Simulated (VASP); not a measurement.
# PbI2 (P-3m1) in VASP: single point with PBE-based global hybrid with 75 % exact exchange

Aim: the single point of PbI2 with PBE-based global hybrid with 75 % exact exchange.

Everything below comes from runs of VASP 6.6.1. Logs are shortened: lines on timing, memory, paths and dates and some standing lists are left out, and cuts for length are marked.

## (1) The cell of the first run

It takes space group P-3m1 (No. 164, trigonal). The conventional cell has a = 4.564 Å, b = 4.564 Å, c = 7.048 Å, α = 90.00°, β = 90.00°, γ = 120.00°. Within 4.3 Å of Pb (site symmetry -3m) lie 6 I at 3.24 Å. I (site symmetry 3m) has 3 Pb at 3.24 Å and 3 I at 4.21 Å within 4.3 Å.

## (2) Single point, PBE-based global hybrid with 75 % exact exchange

Input file POSCAR:

```
PbI2
1.0
    4.5640816926      0.0000000000      0.0000000000
   -2.2820408463      3.9526106907      0.0000000000
    0.0000000000      0.0000000000      7.0475121411
Pb I
1 2
Direct
    0.0000000000      0.0000000000      0.0000000000
    0.3333333333      0.6666666667      0.2667068022
    0.6666666667      0.3333333333      0.7332931978
```

Input file INCAR.step1:

```
ALGO = Normal
EDIFF = 1E-5
ENCUT = 400
GGA = PE
GGA_COMPAT = False
ISIF = 2
ISMEAR = 0
LASPH = True
LREAL = False
LWAVE = True
NBANDS = 21
NELM = 120
PREC = Accurate
SIGMA = 0.01
```

Input file INCAR.step2:

```
AEXX = 0.75
ALGO = Normal
EDIFF = 1E-6
ENCUT = 400
GGA = PE
GGA_COMPAT = False
ISIF = 2
ISMEAR = 0
ISTART = 1
LASPH = True
LCHARG = True
LELF = True
LHFCALC = True
LREAL = False
LVHAR = True
LWAVE = False
NBANDS = 21
NELM = 120
PREC = Accurate
PRECFOCK = Normal
SIGMA = 0.01
```

Input file KPOINTS:

```
k-points
0
Gamma
  6 6 2
```

Potentials or basis: VASP PAW PBE potentials, release 64 (Pb_d, I).

Command:

```sh
$ cat potpaw_PBE.64/Pb_d/POTCAR potpaw_PBE.64/I/POTCAR > POTCAR
$ cp INCAR.step1 INCAR
$ mpirun -np 1 vasp_std > vasp.out
$ cp INCAR.step2 INCAR
$ mpirun -np 1 vasp_std > vasp.out
```

OUTCAR:

```text
AEXX = 0.75
   EDIFF = 1E-6
   ENCUT = 400
   GGA = PE
   ISIF = 2
   ISMEAR = 0
   ISTART = 1
   LASPH = True
   LHFCALC = True
   LREAL = False
   NELM = 120
   PREC = Accurate
   PRECFOCK = Normal

 ion  position               nearest neighbor table
   1  0.000  0.000  0.000-   2 3.24   3 3.24   2 3.24   3 3.24   3 3.24   2 3.24
   2  0.333  0.667  0.267-   1 3.24   1 3.24   1 3.24
   3  0.667  0.333  0.733-   1 3.24   1 3.24   1 3.24

  LATTYP: Found a hexagonal cell.
 ALAT       =     4.5640816926
 C/A-ratio  =     1.5441248899

  Lattice vectors:

 A1 = (   4.5640816926,   0.0000000000,   0.0000000000)
 A2 = (  -2.2820408463,   3.9526106907,   0.0000000000)
 A3 = (   0.0000000000,   0.0000000000,   7.0475121411)

Analysis of symmetry for initial positions (statically):
=====================================================================
 Subroutine PRICEL returns:
 Original cell was already a primitive cell.

 Routine SETGRP: Setting up the symmetry group for a
 hexagonal supercell.

 Subroutine GETGRP returns: Found 12 space group operations
 (whereof 12 operations were pure point group operations)
 out of a pool of 24 trial point group operations.

The static configuration has the point symmetry D_3d.

Analysis of symmetry for dynamics (positions and initial velocities):
=====================================================================
 Subroutine PRICEL returns:
 Original cell was already a primitive cell.

 Routine SETGRP: Setting up the symmetry group for a
 hexagonal supercell.

 Subroutine GETGRP returns: Found 12 space group operations
 (whereof 12 operations were pure point group operations)
 out of a pool of 24 trial point group operations.

The dynamic configuration has the point symmetry D_3d.

 Subroutine INISYM returns: Found 12 space group operations
 (whereof 12 operations are pure point group operations),
 and found     1 'primitive' translations

----------------------------------------------------------------------------------------

                                     Primitive cell

  volume of cell :     127.1374

  direct lattice vectors                    reciprocal lattice vectors
     4.564081693  0.000000000  0.000000000     0.219102126  0.126498671  0.000000000
    -2.282040846  3.952610691  0.000000000     0.000000000  0.252997342  0.000000000
     0.000000000  0.000000000  7.047512141     0.000000000  0.000000000  0.141894044

  length of vectors
     4.564081693  4.564081693  7.047512141     0.252997342  0.252997342  0.141894044

  position of ions in fractional coordinates (direct lattice)
     0.000000000  0.000000000  0.000000000
     0.333333333  0.666666667  0.266706802
     0.666666667  0.333333333  0.733293198

  ion indices of the primitive-cell ions
   primitive index   ion index
                 1           1
                 2           2
                 3           3

----------------------------------------------------------------------------------------

 KPOINTS: k-points

Automatic generation of k-mesh.
 Grid dimensions read from file:
 generate k-points for:    6    6    2

 Generating k-lattice:

  Cartesian coordinates                     Fractional coordinates (reciprocal lattice)
     0.036517021  0.021083112  0.000000000     0.166666667 -0.000000000  0.000000000
     0.000000000  0.042166224  0.000000000     0.000000000  0.166666667  0.000000000
     0.000000000  0.000000000  0.070947022     0.000000000  0.000000000  0.500000000

  Length of vectors
     0.042166224  0.042166224  0.070947022

  Shift w.r.t. Gamma in fractional coordinates (k-lattice)
     0.000000000  0.000000000  0.000000000

 Subroutine IBZKPT returns following result:
 ===========================================

 Found     14 irreducible k-points:

 Following reciprocal coordinates:
            Coordinates               Weight
  0.000000  0.000000  0.000000      1.000000
  0.166667  0.000000  0.000000      6.000000
  0.333333  0.000000  0.000000      6.000000
  0.500000  0.000000  0.000000      3.000000
  0.166667  0.166667  0.000000      6.000000
  0.333333  0.166667  0.000000     12.000000
  0.333333  0.333333  0.000000      2.000000
  0.000000  0.000000  0.500000      1.000000
  0.166667  0.000000  0.500000      6.000000
  0.333333  0.000000  0.500000      6.000000
  0.500000  0.000000  0.500000      3.000000
  0.166667  0.166667  0.500000      6.000000
  0.333333  0.166667  0.500000     12.000000
  0.333333  0.333333  0.500000      2.000000
   k-points           NKPTS =     14   k-points in BZ     NKDIM =     72   number of bands    NBANDS=     21
   number of dos      NEDOS =    301   number of ions     NIONS =      3
   total plane-waves  NPLWV =  43200
   dimension x,y,z NGX =    30 NGY =   30 NGZ =   48
   dimension x,y,z NGXF=    60 NGYF=   60 NGZF=   96
   ions per type =               1   2
   NGX,Y,Z   is equivalent  to a cutoff of  10.93, 10.93, 11.32 a.u.
   NGXF,Y,Z  is equivalent  to a cutoff of  21.85, 21.85, 22.65 a.u.
 SYSTEM =  unknown system
   PREC   = accura    normal or accurate (medium, high low for compatibility)
   ISTART =      1    job   : 0-new  1-cont  2-samecut
   ICHARG =      0    charge: 1-file 2-atom 10-const
   ISPIN  =      1    spin polarized calculation?
   LNONCOLLINEAR =      F non collinear calculations
   LSORBIT =      F    spin-orbit coupling
   LASPH  =      T    aspherical Exc in radial PAW
   ENCUT  =  400.0 eV  29.40 Ry    5.42 a.u.   7.44  7.44 11.49*2*pi/ulx,y,z
   NELM   =    120;   NELMIN=  2; NELMDL=  0     # of ELM steps
   EDIFF  = 0.1E-05   stopping-criterion for ELM
   LREAL  =      F    real-space projection
   EDIFFG = 0.1E-04   stopping-criterion for IOM
   NSW    =      0    number of steps for IOM
   IBRION =     -1    ionic relax: 0-MD 1-quasi-New 2-CG
   NFREE  =      0    steps in history (QN), initial steepest desc. (CG)
   ISIF   =      2    stress and relaxation
   ISYM   =      3    0-nonsym 1-usesym 2-fastsym
   POTIM  = 0.5000    time-step for ionic-motion
   TEBEG  =    0.0;   TEEND  =   0.0 temperature during run
   PSTRESS=    0.0 pullay stress
   NELECT =      28.0000    total number of electrons
   NUPDOWN=      -1.0000    fix difference up-down
   EMIN   =  10.00;   EMAX   =-10.00  energy-range for DOS
   EFERMI =   0.00;   METHOD = LEGACY
   ISMEAR =     0;   SIGMA  =   0.01  broadening in eV -4-tet -1-fermi 0-gaus
   EFERMI_NEDOS =   21; number of points for ismear=-14 and -15
   IALGO  =     38    algorithm
   IMIX   =      1    mixing-type and parameters
     AMIX     =   0.40;   BMIX     =  1.00
     AMIX_MAG =   1.60;   BMIX_MAG =  1.00
  volume/ion in A,a.u.               =      42.38       285.99
  Fermi-wavevector in a.u.,A,eV,Ry     =   0.988636  1.868251 13.298349  0.977401
  Thomas-Fermi vector in A             =   2.120177
   LORBIT       =      0    0 simple, 1 ext, 2 COOP (PROOUT), +10 PAW based schemes
   GGA     = PE    functional components
   LHFCALC =     T    Hartree Fock is set to
   PRECFOCK=normal    Normal, Fast or Accurate (Low or Medium for compatibility)
   ENCUT4O =  -1.0   cutoff for four orbital integrals eV
   NKREDX  =     1    reduce k-point grid by
   NKREDY  =     1    reduce k-point grid by
   NKREDZ  =     1    reduce k-point grid by
   AEXX    =    0.7500 exact exchange contribution
   HFSCREEN=    0.0000 screening length (either q_TF or 0.3 A-1)
   HFSCREENC=   0.0000 screening length for correlation (either q_TF or 0.3 A-1)
   ENCUTFOCK=  -1.0 apply spherical cutoff to Coloumb kernel
   IVDW    =     0    specifies the selected vdW correction
   LEPSILON=     F    determine dielectric tensor
   LRPA    =     F    only Hartree local field effects (RPA)
 non-spin polarized calculation
 Gauss-broadening in eV      SIGMA  =   0.01
  energy-cutoff  :      400.00
  volume of cell :      127.14
 maximum number of plane-waves:      2326
 NGX is ok and might be reduce to    30
  NGX = 24; NGY = 24; NGZ = 36

 number of electron      27.9999997 magnetization

 Free energy of the ion-electron system (eV)
  ---------------------------------------------------
  ext. energy  EPLUGINS =         0.00000000
  ---------------------------------------------------
  free energy    TOTEN  =       -17.99231013 eV

  energy without entropy =      -17.99231013  energy(sigma->0) =      -17.99231013

 E-fermi :   0.0446     XC(G=0):  -3.0475

 val. band max:       -0.0829759464   @ k =   0.0000   0.0000   0.5000
 cond. band min:       6.4358771283   @ k =   0.0000   0.0000   0.5000
 fundamental gap:      6.5188530747
 Fermi energy:         0.0445760563

 k-point     1 :       0.0000    0.0000    0.0000
  band No.  band energies     occupation
      1     -21.3429      2.00000
      2     -21.3429      2.00000
      3     -21.2947      2.00000
      4     -21.2873      2.00000
      5     -21.2873      2.00000
      6     -15.8717      2.00000
[... 13 lines left out ...]
     20      12.6280      0.00000
     21      12.6504      0.00000

 k-point     2 :       0.1667    0.0000    0.0000
  band No.  band energies     occupation
      1     -21.3547      2.00000
      2     -21.3408      2.00000
      3     -21.2923      2.00000
      4     -21.2882      2.00000
      5     -21.2852      2.00000
      6     -15.7087      2.00000
[... 13 lines left out ...]
     20      12.0847      0.00000
     21      12.7625      0.00000

 k-point     3 :       0.3333    0.0000    0.0000
  band No.  band energies     occupation
      1     -21.3785      2.00000
      2     -21.3382      2.00000
      3     -21.2936      2.00000
      4     -21.2832      2.00000
      5     -21.2794      2.00000
      6     -15.3087      2.00000
[... 13 lines left out ...]
     20      13.0726      0.00000
     21      13.7411      0.00000

 k-point     4 :       0.5000    0.0000    0.0000
  band No.  band energies     occupation
      1     -21.3905      2.00000
      2     -21.3375      2.00000
      3     -21.2951      2.00000
      4     -21.2798      2.00000
      5     -21.2759      2.00000
      6     -15.0153      2.00000
[... 13 lines left out ...]
     20      14.0366      0.00000
     21      14.7820      0.00000

 k-point     5 :       0.1667    0.1667    0.0000
  band No.  band energies     occupation
      1     -21.3689      2.00000
      2     -21.3423      2.00000
      3     -21.2896      2.00000
      4     -21.2887      2.00000
      5     -21.2805      2.00000
      6     -15.4239      2.00000
[... 13 lines left out ...]
     20      12.7809      0.00000
     21      13.5792      0.00000

 k-point     6 :       0.3333    0.1667    0.0000
  band No.  band energies     occupation
      1     -21.3811      2.00000
      2     -21.3463      2.00000
      3     -21.2912      2.00000
      4     -21.2824      2.00000
      5     -21.2778      2.00000
      6     -15.0368      2.00000
[... 13 lines left out ...]
     20      13.0994      0.00000
     21      14.5183      0.00000

 k-point     7 :       0.3333    0.3333    0.0000
  band No.  band energies     occupation
      1     -21.3662      2.00000
      2     -21.3662      2.00000
      3     -21.2839      2.00000
      4     -21.2839      2.00000
      5     -21.2817      2.00000
      6     -14.7936      2.00000
[... 13 lines left out ...]
     20      11.7660      0.00000
     21      14.0717      0.00000
[... 51 lines left out ...]
      1     -21.3788      2.00000
      2     -21.3381      2.00000
      3     -21.2936      2.00000
      4     -21.2831      2.00000
      5     -21.2794      2.00000
      6     -15.1468      2.00000
[... 13 lines left out ...]
     20      12.5668      0.00000
     21      12.8485      0.00000

 k-point    11 :       0.5000    0.0000    0.5000
  band No.  band energies     occupation
      1     -21.3908      2.00000
      2     -21.3374      2.00000
      3     -21.2951      2.00000
      4     -21.2797      2.00000
      5     -21.2758      2.00000
      6     -14.9176      2.00000
[... 13 lines left out ...]
     20      12.9726      0.00000
     21      13.8885      0.00000

 k-point    12 :       0.1667    0.1667    0.5000
  band No.  band energies     occupation
      1     -21.3691      2.00000
      2     -21.3423      2.00000
      3     -21.2897      2.00000
      4     -21.2886      2.00000
      5     -21.2805      2.00000
      6     -15.2437      2.00000
[... 13 lines left out ...]
     20      12.3170      0.00000
     21      12.5673      0.00000

 k-point    13 :       0.3333    0.1667    0.5000
  band No.  band energies     occupation
      1     -21.3814      2.00000
      2     -21.3463      2.00000
      3     -21.2912      2.00000
      4     -21.2824      2.00000
      5     -21.2777      2.00000
      6     -14.9342      2.00000
[... 13 lines left out ...]
     20      12.9351      0.00000
     21      13.0190      0.00000

 k-point    14 :       0.3333    0.3333    0.5000
  band No.  band energies     occupation
      1     -21.3664      2.00000
      2     -21.3664      2.00000
      3     -21.2839      2.00000
      4     -21.2839      2.00000
      5     -21.2816      2.00000
      6     -14.7888      2.00000
[... 13 lines left out ...]
     20      12.3445      0.00000
     21      12.9126      0.00000

------------------------ aborting loop because EDIFF is reached ----------------------------------------

  FORCE on cell =-STRESS in cart. coord.  units (eV):
  Direction    XX          YY          ZZ          XY          YZ          ZX
  --------------------------------------------------------------------------------------
  -------------------------------------------------------------------------------------
  Total       -0.2728687     -0.2728687     -0.5300129     -0.0000000      0.0000000      0.0000000
  in kB       -3.4386736     -3.4386736     -6.6791888     -0.0000000      0.0000000      0.0000000
  external PRESSURE =      -4.5188453 kB  Pullay stress =       0.0000000 kB

 VOLUME and BASIS-vectors are now :
 -----------------------------------------------------------------------------
  energy-cutoff  :      400.00
  volume of cell :      127.14
      direct lattice vectors                 reciprocal lattice vectors
     4.564081693  0.000000000  0.000000000     0.219102126  0.126498671  0.000000000
    -2.282040846  3.952610691  0.000000000     0.000000000  0.252997342  0.000000000
     0.000000000  0.000000000  7.047512141     0.000000000  0.000000000  0.141894044

 POSITION                                       TOTAL-FORCE (eV/Angst)
 -----------------------------------------------------------------------------------
      0.00000      0.00000      0.00000         0.000000      0.000000      0.000000
     -0.00000      2.63507      1.87962         0.000000      0.000000     -0.260579
      2.28204      1.31754      5.16789        -0.000000      0.000000      0.260579
 -----------------------------------------------------------------------------------
    total drift:                               -0.000000     -0.000002     -0.000010

  FREE ENERGIE OF THE ION-ELECTRON SYSTEM (eV)
  ---------------------------------------------------
  free  energy   TOTEN  =       -17.9923101273 eV

  energy  without entropy=      -17.9923101273  energy(sigma->0) =      -17.99231013
```

Run time: 26 min. Hardware: 1 thread of Intel Xeon 6975P-C (Granite Rapids), shared host; peak memory 0.23 GiB.

Results:

```yaml
Free_energy: -17.9923 eV
Pressure: -0.5 GPa
Largest_force: 0.261 eV/Å
Band_gap_on_the_k_mesh: 6.52 eV
```

Forces in eV/Å, atoms in the order of the input:
```
Pb   0.000  0.000  0.000
I    0.000  0.000 -0.261
I    0.000  0.000  0.261
```

Stress tensor (GPa, compression positive):
```
-0.34  0.00  0.00
 0.00 -0.34  0.00
 0.00  0.00 -0.67
```

Levels at points of the mesh, in eV from the valence-band top:
| k point | band 11 | band 12 | band 13 | band 14 | band 15 | band 16 | band 17 | band 18 |
| --- | --- | --- | --- | --- | --- | --- | --- | --- |
| (0.00, 0.00, 0.00) | -1.55 | -1.55 | -1.32 | -1.28 | 6.76 | 7.77 | 7.77 | 10.93 |
| (0.50, 0.00, 0.00) | -2.93 | -2.30 | -1.38 | -0.64 | 7.19 | 8.10 | 9.34 | 9.35 |
| (0.00, 0.00, 0.50) | -1.79 | -1.33 | -1.33 | 0.00 | 6.52 | 7.54 | 7.54 | 10.95 |
| (0.50, 0.00, 0.50) | -2.48 | -1.94 | -1.83 | -1.08 | 7.51 | 8.15 | 8.68 | 10.16 |

Caveat: the k points lie up to 0.45 Å⁻¹ apart; the PAW data sets were made with another functional, which shifts forces and pressure a little; spin-orbit coupling is left out, which moves the levels of the heavy elements.
